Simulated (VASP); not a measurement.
# Al3GaN4 (Pm) in VASP: further runs, part 2 of 2

VASP 6.6.1. Earlier steps stand in the parts before.

### 3 Single point, r2SCAN (9.69 Å³/atom)

This run uses another cell than the first one, of 9.69 Å³/atom.

Contents of POSCAR:

```
Al3GaN4
1.0
    4.8682577846      0.0000000000     -0.0004780522
    0.0000000000      3.0329354107      0.0000000000
   -0.0037567071      0.0000000000      5.2497868081
Al Ga N
3 1 4
Direct
    0.5008301816      0.5000000000      0.1675030033
    0.0015281138      0.5000000000      0.8352012489
    0.0017073747      0.0000000000      0.3313567925
    0.4995351189      0.0000000000      0.6658837602
    0.1095246677      0.0000000000      0.6662284171
    0.1224011369      0.5000000000      0.1673598050
    0.6249514502      0.5000000000      0.8407804414
    0.6231209563      0.0000000000      0.3256875315
```

Contents of INCAR.step1:

```
  PREC = Accurate
  ENCUT = 520
  ISMEAR = 0
  SIGMA = 0.02
  LREAL = F
  LASPH = T
  NELM = 60
  NBANDS = 31
  GGA = PE
  ALGO = Normal
  EDIFF = 1E-4
  LWAVE = T
  LCHARG = F
```

Contents of INCAR.step2:

```
  PREC = Accurate
  ENCUT = 520
  EDIFF = 1E-6
  ISMEAR = 0
  SIGMA = 0.02
  LREAL = F
  LASPH = T
  NELM = 60
  ALGO = Normal
  ISIF = 2
  LWAVE = F
  LCHARG = T
  METAGGA = R2SCAN
  LMIXTAU = T
  LELF = T
  LVHAR = T
  NBANDS = 31
  ISTART = 1
```

Contents of KPOINTS:

```
Automatic mesh
0
Gamma
  6 8 4
```

Potentials or basis: VASP PAW PBE potentials, release 64 (Al, Ga_d, N).

Started as:

```console
cat potpaw_PBE.64/Al/POTCAR potpaw_PBE.64/Ga_d/POTCAR potpaw_PBE.64/N/POTCAR > POTCAR
cp INCAR.step1 INCAR
mpirun -np 1 vasp_std > vasp.out
cp INCAR.step2 INCAR
mpirun -np 1 vasp_std > vasp.out
```

OUTCAR:

```text
PREC = Accurate
   ENCUT = 520
   EDIFF = 1E-6
   ISMEAR = 0
   LREAL = F
   LASPH = T
   NELM = 60
   ISIF = 2
   METAGGA = R2SCAN
   ISTART = 1

 ion  position               nearest neighbor table
   1  0.501  0.500  0.168-   7 1.82   8 1.83   8 1.83   6 1.84   2 2.99   3 2.99   3 2.99   3 3.00
                             3 3.00   2 3.00   4 3.02   4 3.02   4 3.04   4 3.04
   2  0.002  0.500  0.835-   7 1.83   5 1.83   5 1.83   6 1.84   1 2.99   4 3.00   4 3.00   1 3.00
                             4 3.01   4 3.01   3 3.01   3 3.01   3 3.05   3 3.05
   3  0.002  0.000  0.331-   5 1.83   6 1.84   6 1.84   8 1.84   1 2.99   1 2.99   4 2.99   1 3.00
                             1 3.00   4 3.01   2 3.01   2 3.01   2 3.05   2 3.05
   4  0.500  0.000  0.666-   7 1.87   7 1.87   8 1.89   5 1.90   3 2.99   2 3.00   2 3.00   2 3.01
                             2 3.01   3 3.01   1 3.02   1 3.02   1 3.04   1 3.04
   5  0.110  0.000  0.666-   2 1.83   2 1.83   3 1.83   4 1.90
   6  0.122  0.500  0.167-   2 1.84   3 1.84   3 1.84   1 1.84
   7  0.625  0.500  0.841-   1 1.82   2 1.83   4 1.87   4 1.87
   8  0.623  0.000  0.326-   1 1.83   1 1.83   3 1.84   4 1.89

  LATTYP: Found a simple monoclinic cell.
 ALAT       =     4.8682578081
 B/A-ratio  =     0.6230022177
 C/A-ratio  =     1.0783710229
 COS(beta)  =    -0.0008137899

  Lattice vectors:

 A1 = (   4.8682577846,   0.0000000000,  -0.0004780522)
 A2 = (   0.0000000000,   3.0329354107,   0.0000000000)
 A3 = (  -0.0037567071,   0.0000000000,   5.2497868081)

Analysis of symmetry for initial positions (statically):
=====================================================================
 Subroutine PRICEL returns:
 Original cell was already a primitive cell.

 Routine SETGRP: Setting up the symmetry group for a
 simple monoclinic supercell.

 Subroutine GETGRP returns: Found  2 space group operations
 (whereof  2 operations were pure point group operations)
 out of a pool of  4 trial point group operations.

The static configuration has the point symmetry C_1h.

Analysis of symmetry for dynamics (positions and initial velocities):
=====================================================================
 Subroutine PRICEL returns:
 Original cell was already a primitive cell.

 Routine SETGRP: Setting up the symmetry group for a
 simple monoclinic supercell.

 Subroutine GETGRP returns: Found  2 space group operations
 (whereof  2 operations were pure point group operations)
 out of a pool of  4 trial point group operations.

The dynamic configuration has the point symmetry C_1h.

 Subroutine INISYM returns: Found  2 space group operations
 (whereof  2 operations are pure point group operations),
 and found     1 'primitive' translations

----------------------------------------------------------------------------------------

                                     Primitive cell

  volume of cell :      77.5137

  direct lattice vectors                    reciprocal lattice vectors
     4.868257785  0.000000000 -0.000478052     0.205412309  0.000000000  0.000146991
     0.000000000  3.032935411  0.000000000     0.000000000  0.329713583  0.000000000
    -0.003756707  0.000000000  5.249786808     0.000018705  0.000000000  0.190483939

  length of vectors
     4.868257808  3.032935411  5.249788152     0.205412361  0.329713583  0.190483940

  position of ions in fractional coordinates (direct lattice)
[... 49 lines left out ...]
  0.166667  0.000000 -0.000000      2.000000
  0.333333  0.000000 -0.000000      2.000000
  0.500000  0.000000  0.000000      1.000000
  0.000000  0.125000  0.000000      2.000000
  0.166667  0.125000 -0.000000      4.000000
[... 16 lines left out ...]
  0.333333  0.000000  0.250000      2.000000
  0.500000  0.000000  0.250000      2.000000
 [... further k-points ...]
   k-points           NKPTS =     70   k-points in BZ     NKDIM =     70   number of bands    NBANDS=     31
   number of dos      NEDOS =    301   number of ions     NIONS =      8
   total plane-waves  NPLWV =  34560
   dimension x,y,z NGX =    36 NGY =   24 NGZ =   40
   dimension x,y,z NGXF=    72 NGYF=   48 NGZF=   80
   ions per type =               3   1   4
   NGX,Y,Z   is equivalent  to a cutoff of  12.29, 13.16, 12.67 a.u.
   NGXF,Y,Z  is equivalent  to a cutoff of  24.59, 26.31, 25.33 a.u.
 SYSTEM =  unknown system
   PREC   = accura    normal or accurate (medium, high low for compatibility)
   ISTART =      1    job   : 0-new  1-cont  2-samecut
   ICHARG =      0    charge: 1-file 2-atom 10-const
   ISPIN  =      1    spin polarized calculation?
   LNONCOLLINEAR =      F non collinear calculations
   LSORBIT =      F    spin-orbit coupling
   LASPH  =      T    aspherical Exc in radial PAW
   ENCUT  =  520.0 eV  38.22 Ry    6.18 a.u.   9.05  5.64  9.76*2*pi/ulx,y,z
   NELM   =     60;   NELMIN=  2; NELMDL=  0     # of ELM steps
   EDIFF  = 0.1E-05   stopping-criterion for ELM
   LREAL  =      F    real-space projection
   EDIFFG = 0.1E-04   stopping-criterion for IOM
   NSW    =      0    number of steps for IOM
   IBRION =     -1    ionic relax: 0-MD 1-quasi-New 2-CG
   NFREE  =      0    steps in history (QN), initial steepest desc. (CG)
   ISIF   =      2    stress and relaxation
   ISYM   =      2    0-nonsym 1-usesym 2-fastsym
   POTIM  = 0.5000    time-step for ionic-motion
   TEBEG  =    0.0;   TEEND  =   0.0 temperature during run
   PSTRESS=    0.0 pullay stress
   NELECT =      42.0000    total number of electrons
   NUPDOWN=      -1.0000    fix difference up-down
   EMIN   =  10.00;   EMAX   =-10.00  energy-range for DOS
   EFERMI =   0.00;   METHOD = LEGACY
   ISMEAR =     0;   SIGMA  =   0.02  broadening in eV -4-tet -1-fermi 0-gaus
   EFERMI_NEDOS =   21; number of points for ismear=-14 and -15
   IALGO  =     38    algorithm
   IMIX   =      4    mixing-type and parameters
     AMIX     =   0.40;   BMIX     =  1.00
     AMIX_MAG =   1.60;   BMIX_MAG =  1.00
  volume/ion in A,a.u.               =       9.69        65.39
  Fermi-wavevector in a.u.,A,eV,Ry     =   1.334643  2.522110 24.235679  1.781272
  Thomas-Fermi vector in A             =   2.463409
   LORBIT       =      0    0 simple, 1 ext, 2 COOP (PROOUT), +10 PAW based schemes
   METAGGA = R2SCAN    functional components
   LHFCALC =     F    Hartree Fock is set to
   AEXX    =    0.0000 exact exchange contribution
   IVDW    =     0    specifies the selected vdW correction
   LEPSILON=     F    determine dielectric tensor
   LRPA    =     F    only Hartree local field effects (RPA)
 non-spin polarized calculation
 Gauss-broadening in eV      SIGMA  =   0.02
  energy-cutoff  :      520.00
  volume of cell :       77.51
 maximum number of plane-waves:      2119
   NGX = 19   NGY = 11   NGZ = 19

 number of electron      42.0000023 magnetization

 Free energy of the ion-electron system (eV)
  ---------------------------------------------------
  ext. energy  EPLUGINS =         0.00000000
  ---------------------------------------------------
  free energy    TOTEN  =       -79.02599784 eV

  energy without entropy =      -79.02599784  energy(sigma->0) =      -79.02599784

 E-fermi :   6.7277     XC(G=0): -12.2211

 val. band max:        6.6475962568   @ k =   0.0000   0.0000   0.0000
 cond. band min:      11.6097463463   @ k =   0.0000   0.0000   0.0000
 fundamental gap:      4.9621500895
 Fermi energy:         6.7277130797

 k-point     1 :       0.0000    0.0000    0.0000
  band No.  band energies     occupation
      1     -10.1957      2.00000
      2      -8.4211      2.00000
      3      -8.3617      2.00000
      4      -7.5072      2.00000
      5      -6.5043      2.00000
      6      -6.3724      2.00000
[... 805 lines left out ...]
     30      19.1737      0.00000
     31      19.5218      0.00000

 [... further k-points ...]
[... 5 lines left out ...]
  --------------------------------------------------------------------------------------
  -------------------------------------------------------------------------------------
  Total       11.5001686     11.4709513     11.4745379      0.0000000      0.0000000      0.0010189
  in kB      237.7039645    237.1000547    237.1741872      0.0000000      0.0000000      0.0210603
  external PRESSURE =     237.3260688 kB  Pullay stress =       0.0000000 kB

 VOLUME and BASIS-vectors are now :
 -----------------------------------------------------------------------------
  energy-cutoff  :      520.00
  volume of cell :       77.51
      direct lattice vectors                 reciprocal lattice vectors
     4.868257785  0.000000000 -0.000478052     0.205412309  0.000000000  0.000146991
     0.000000000  3.032935411  0.000000000     0.000000000  0.329713583  0.000000000
    -0.003756707  0.000000000  5.249786808     0.000018705  0.000000000  0.190483939

 POSITION                                       TOTAL-FORCE (eV/Angst)
 -----------------------------------------------------------------------------------
      2.43754      1.51647      0.87912         0.011393      0.000000     -0.000034
      0.00430      1.51647      4.38463         0.003480      0.000000      0.001891
      0.00707      0.00000      1.73955         0.005735      0.000000     -0.001277
      2.42936      0.00000      3.49551         0.011824      0.000000     -0.005837
      0.53069      0.00000      3.49750        -0.087109      0.000000      0.001035
      0.59525      1.51647      0.87854        -0.005417      0.000000      0.001345
      3.03927      1.51647      4.41362         0.042442      0.000000      0.082743
      3.03229      0.00000      1.70949         0.017652      0.000000     -0.079866
 -----------------------------------------------------------------------------------
    total drift:                                0.037903      0.000000     -0.005491

  FREE ENERGIE OF THE ION-ELECTRON SYSTEM (eV)
  ---------------------------------------------------
  free  energy   TOTEN  =       -79.0259978360 eV

  energy  without entropy=      -79.0259978360  energy(sigma->0) =      -79.02599784
```

Run time: 17 min. Hardware: 1 thread of Intel Xeon 8259CL, shared host; peak memory 0.29 GiB.

Results:

```
Free energy            : -79.0260 eV
Pressure               : 23.7 GPa
Largest force          : 0.093 eV/Å
Band gap on the k mesh : 4.96 eV
```

Forces in eV/Å, atoms in the order of the input:
```
Al   0.011  0.000  0.000
Al   0.003  0.000  0.002
Al   0.006  0.000 -0.001
Ga   0.012  0.000 -0.006
N   -0.087  0.000  0.001
N   -0.005  0.000  0.001
N    0.042  0.000  0.083
N    0.018  0.000 -0.080
```

Levels at points of the mesh, in eV from the valence-band top:
```
           k point  band 17  band 18  band 19  band 20  band 21  band 22  band 23  band 24  band 25  band 26
(0.00, 0.00, 0.00)    -1.04    -0.87    -0.13     0.00     0.00     4.96     6.51     6.92     7.56     9.25
(0.50, 0.00, 0.00)    -1.40    -0.82    -0.82    -0.35    -0.27     5.93     6.27     7.13     7.65    10.04
(0.00, 0.50, 0.00)    -3.08    -2.13    -2.01    -1.71    -1.63     6.48     6.49     8.83     9.14     9.54
(0.50, 0.50, 0.00)    -3.26    -1.31    -1.30    -1.26    -0.90     7.29     7.62     7.64     7.69     9.77
(0.00, 0.00, 0.50)    -1.77    -0.68    -0.65    -0.42    -0.19     6.92     7.18     8.33     8.75     9.03
(0.50, 0.00, 0.50)    -1.51    -1.41    -1.35    -1.31    -0.76     7.11     7.31     7.55     7.72     9.77
(0.00, 0.50, 0.50)    -2.48    -2.13    -2.04    -0.90    -0.70     6.24     6.54     6.82     6.93     8.50
(0.50, 0.50, 0.50)    -1.77    -1.71    -1.58    -1.55    -1.24     5.76     6.15     6.18     6.26     9.24
```

Caveat: the cell stands under pressure; the PAW data sets were made with another functional, which shifts forces and pressure a little. A k mesh can miss the band edges.

### 4 Single point, r2SCAN (10.01 Å³/atom)

This run uses another cell than the first one, of 10.01 Å³/atom.

Contents of POSCAR:

```
Al3GaN4
1.0
    4.9267316604      0.0000000000     -0.0002658887
    0.0000000000      3.0640276676      0.0000000000
   -0.0035677037      0.0000000000      5.3041189043
Al Ga N
3 1 4
Direct
    0.5005833056      0.5000000000      0.1674186715
    0.0011838269      0.5000000000      0.8350892235
    0.0014213722      0.0000000000      0.3314616320
    0.4994828925      0.0000000000      0.6660022498
    0.1100159896      0.0000000000      0.6662575761
    0.1225213027      0.5000000000      0.1672684406
    0.6251393397      0.5000000000      0.8407280767
    0.6232509709      0.0000000000      0.3257751297
```

Contents of INCAR.step1:

```
ALGO = Normal
EDIFF = 1E-4
ENCUT = 520
GGA = PE
ISMEAR = 0
LASPH = T
LCHARG = F
LREAL = F
LWAVE = T
NBANDS = 31
NELM = 60
PREC = Accurate
SIGMA = 0.02
```

Contents of INCAR.step2:

```
ALGO = Normal
EDIFF = 1E-6
ENCUT = 520
ISIF = 2
ISMEAR = 0
ISTART = 1
LASPH = T
LCHARG = F
LMIXTAU = T
LREAL = F
LWAVE = F
METAGGA = R2SCAN
NBANDS = 31
NELM = 60
PREC = Accurate
SIGMA = 0.02
```

Contents of KPOINTS:

```
k-points
0
Gamma
  6 8 4
```

Potentials or basis: VASP PAW PBE potentials, release 64 (Al, Ga_d, N).

Started as:

```console
cat potpaw_PBE.64/Al/POTCAR potpaw_PBE.64/Ga_d/POTCAR potpaw_PBE.64/N/POTCAR > POTCAR
cp INCAR.step1 INCAR
mpirun -np 1 vasp_std > vasp.out
cp INCAR.step2 INCAR
mpirun -np 1 vasp_std > vasp.out
```

OUTCAR:

```text
EDIFF = 1E-6
   ENCUT = 520
   ISIF = 2
   ISMEAR = 0
   ISTART = 1
   LASPH = T
   LREAL = F
   METAGGA = R2SCAN
   NELM = 60
   PREC = Accurate

 ion  position               nearest neighbor table
   1  0.501  0.500  0.167-   7 1.84   8 1.85   8 1.85   6 1.86   2 3.03   3 3.03   3 3.03   3 3.03
                             3 3.03   2 3.03   4 3.06   4 3.06   4 3.07   4 3.07
   2  0.001  0.500  0.835-   7 1.85   5 1.85   5 1.85   6 1.86   1 3.03   4 3.03   4 3.03   1 3.03
                             4 3.04   4 3.04   3 3.05   3 3.05   3 3.08   3 3.08
   3  0.001  0.000  0.331-   5 1.85   6 1.86   6 1.86   8 1.86   1 3.03   1 3.03   4 3.03   1 3.03
                             1 3.03   4 3.04   2 3.05   2 3.05   2 3.08   2 3.08
   4  0.499  0.000  0.666-   7 1.89   7 1.89   8 1.91   5 1.92   3 3.03   2 3.03   2 3.03   2 3.04
                             2 3.04   3 3.04   1 3.06   1 3.06   1 3.07   1 3.07
   5  0.110  0.000  0.666-   2 1.85   2 1.85   3 1.85   4 1.92
   6  0.123  0.500  0.167-   2 1.86   3 1.86   3 1.86   1 1.86
   7  0.625  0.500  0.841-   1 1.84   2 1.85   4 1.89   4 1.89
   8  0.623  0.000  0.326-   1 1.85   1 1.85   3 1.86   4 1.91

  LATTYP: Found a simple monoclinic cell.
 ALAT       =     4.9267316676
 B/A-ratio  =     0.6219189260
[... 207 lines left out ...]
      3      -8.5819      2.00000
      4      -7.7432      2.00000
      5      -6.8580      2.00000
      6      -6.7340      2.00000
[... 805 lines left out ...]
     30      18.5484      0.00000
     31      18.9517      0.00000

 [... further k-points ...]

------------------------ aborting loop because EDIFF is reached ----------------------------------------

  FORCE on cell =-STRESS in cart. coord.  units (eV):
  Direction    XX          YY          ZZ          XY          YZ          ZX
  --------------------------------------------------------------------------------------
  -------------------------------------------------------------------------------------
  Total        7.3306095      7.2907889      7.2957434      0.0000000      0.0000000      0.0025551
  in kB      146.6850462    145.8882379    145.9873775      0.0000000      0.0000000      0.0511278
  external PRESSURE =     146.1868872 kB  Pullay stress =       0.0000000 kB

 VOLUME and BASIS-vectors are now :
 -----------------------------------------------------------------------------
  energy-cutoff  :      520.00
  volume of cell :       80.07
      direct lattice vectors                 reciprocal lattice vectors
     4.926731660  0.000000000 -0.000265889     0.202974326  0.000000000  0.000136526
     0.000000000  3.064027668  0.000000000     0.000000000  0.326367810  0.000000000
    -0.003567704  0.000000000  5.304118904     0.000010175  0.000000000  0.188532734

 POSITION                                       TOTAL-FORCE (eV/Angst)
 -----------------------------------------------------------------------------------
      2.46564      1.53201      0.88788         0.009024      0.000000      0.000364
      0.00285      1.53201      4.42941         0.004554      0.000000      0.003095
      0.00582      0.00000      1.75811         0.005412      0.000000     -0.001030
      2.45844      0.00000      3.53242         0.006423      0.000000     -0.010621
      0.53964      0.00000      3.53388        -0.083732      0.000000      0.001443
      0.60303      1.53201      0.88718        -0.004955      0.000000      0.001849
      3.07689      1.53201      4.45916         0.044692      0.000000      0.083304
      3.06943      0.00000      1.72778         0.018581      0.000000     -0.078405
 -----------------------------------------------------------------------------------
    total drift:                                0.051870     -0.000000     -0.010628

  FREE ENERGIE OF THE ION-ELECTRON SYSTEM (eV)
  ---------------------------------------------------
  free  energy   TOTEN  =       -79.3328780841 eV

  energy  without entropy=      -79.3328780841  energy(sigma->0) =      -79.33287808
```

OSZICAR.step1:

```text
N       E                     dE             d eps       ncg     rms          rms(c)
DAV:   1     0.343967811707E+03    0.34397E+03   -0.19251E+04  4762   0.174E+03
DAV:   2    -0.186450372132E+02   -0.36261E+03   -0.33521E+03  5185   0.486E+02
DAV:   3    -0.643926419933E+02   -0.45748E+02   -0.45200E+02  4964   0.132E+02
DAV:   4    -0.661976107075E+02   -0.18050E+01   -0.17996E+01  5783   0.298E+01
DAV:   5    -0.662347638931E+02   -0.37153E-01   -0.37139E-01  5208   0.397E+00    0.175E+01
DAV:   6    -0.562518534573E+02    0.99829E+01   -0.28897E+01  6798   0.558E+01    0.574E+00
DAV:   7    -0.564153886850E+02   -0.16354E+00   -0.34562E+00  5237   0.113E+01    0.422E+00
DAV:   8    -0.564075984395E+02    0.77902E-02   -0.42525E-01  5907   0.716E+00    0.940E-01
DAV:   9    -0.563801716418E+02    0.27427E-01   -0.10070E-01  6961   0.479E+00    0.438E-01
DAV:  10    -0.563800327857E+02    0.13886E-03   -0.13767E-02  5288   0.724E-01    0.168E-01
DAV:  11    -0.563804507483E+02   -0.41796E-03   -0.10667E-03  6467   0.301E-01    0.379E-02
DAV:  12    -0.563804656112E+02   -0.14863E-04   -0.92672E-05  3450   0.132E-01
   1 F= -.56380466E+02 E0= -.56380466E+02  d E =-.808152E-25
```

Wall time 13 min (1 thread of Intel Xeon 8259CL, shared host); peak memory 0.3 GiB.

What came out:

* Free energy: -79.3329 eV
* Pressure: 14.6 GPa
* Largest force: 0.095 eV/Å
* Band gap on the k mesh: 4.68 eV

Forces in eV/Å, atoms in the order of the input:
```
Al   0.009  0.000  0.000
Al   0.005  0.000  0.003
Al   0.005  0.000 -0.001
Ga   0.006  0.000 -0.011
N   -0.084  0.000  0.001
N   -0.005  0.000  0.002
N    0.045  0.000  0.083
N    0.019  0.000 -0.078
```

Caveat: the cell stands under pressure; the PAW data sets were made with another functional, which shifts forces and pressure a little.

### 5 Summary

```tsv
cell	gap on the mesh (eV)	pressure (GPa)	largest force (eV/Å)
a = 4.807, b = 3.002, c = 5.195 Å, angles 90.0, 90.1, 90.0°, 8 atoms, atomic positions A	5.25	34.3	0.10
a = 4.868, b = 3.033, c = 5.250 Å, 8 atoms, atomic positions B	4.96	23.7	0.09
a = 4.927, b = 3.064, c = 5.304 Å, 8 atoms, atomic positions C	4.68	14.6	0.09
```

Alike in all rows: task single point; level r2SCAN; potentials or basis VASP PAW PBE potentials, release 64 (Al, Ga_d, N); no spin polarisation; k mesh 6 × 8 × 4; cutoff (eV) 520; smearing gaussian 0.02 eV.

Caveats: the cell stands under pressure; the PAW data sets were made with another functional, which shifts forces and pressure a little.

Absolute energies hang on the potentials; compare differences alone.
